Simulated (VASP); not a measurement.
CdSe: single point with PBEsol

The system is CdSe.

```
Cd Se
1.0
     4.24188    0.00000    0.00000
    -2.12094    3.67358    0.00000
     0.00000    0.00000    6.92512
Cd Se
2 2
Cartesian
  2.1209 1.2245 3.4626
  0.0000 2.4491 0.0000
  2.1209 1.2245 6.1287
  0.0000 2.4491 2.6662
```

```yaml
Program: VASP 6.6.1
Task: single point
Functional: PBEsol
Potentials_or_basis: VASP PAW PBE potentials, release 64 (Cd, Se)
Cutoff: 520 eV
k_mesh: 7 × 7 × 4
Occupations: fermi-dirac, width 0.05 eV
Spin: no spin polarisation
Dipole_correction: no
Further_INCAR_settings: ALGO = Normal; EDIFF = 1e-06; NBANDS = 26
```

```yaml
Pressure: 2.9 GPa
Largest_force: 0.319 eV/Å
Band_gap_on_the_k_mesh: 0.66 eV
```

Forces in eV/Å, atoms in the order of the input:
```
Cd   0.000  0.000  0.319
Cd   0.000  0.000  0.319
Se   0.000  0.000 -0.319
Se   0.000  0.000 -0.319
```

Stress tensor (GPa, compression positive):
```
3.73 0.00 0.00
0.00 3.73 0.00
0.00 0.00 1.28
```

Levels at points of the mesh, in eV from the valence-band top:
| k point | band 15 | band 16 | band 17 | band 18 | band 19 | band 20 | band 21 | band 22 |
| --- | --- | --- | --- | --- | --- | --- | --- | --- |
| (0.00, 0.00, 0.00) | -0.79 | -0.02 | 0.00 | 0.00 | 0.66 | 2.05 | 5.79 | 5.79 |
| (0.00, 0.00, 0.50) | -0.41 | -0.41 | -0.41 | -0.41 | 2.31 | 2.31 | 5.78 | 5.78 |

Run time: 100 s on 1 thread of Intel Xeon 8259CL, with other jobs on the host, peak memory 0.25 GiB.

Caveat: semilocal functionals underestimate gaps, and a narrow one can read as zero; the PAW data sets were made with another functional, which shifts forces and pressure a little.
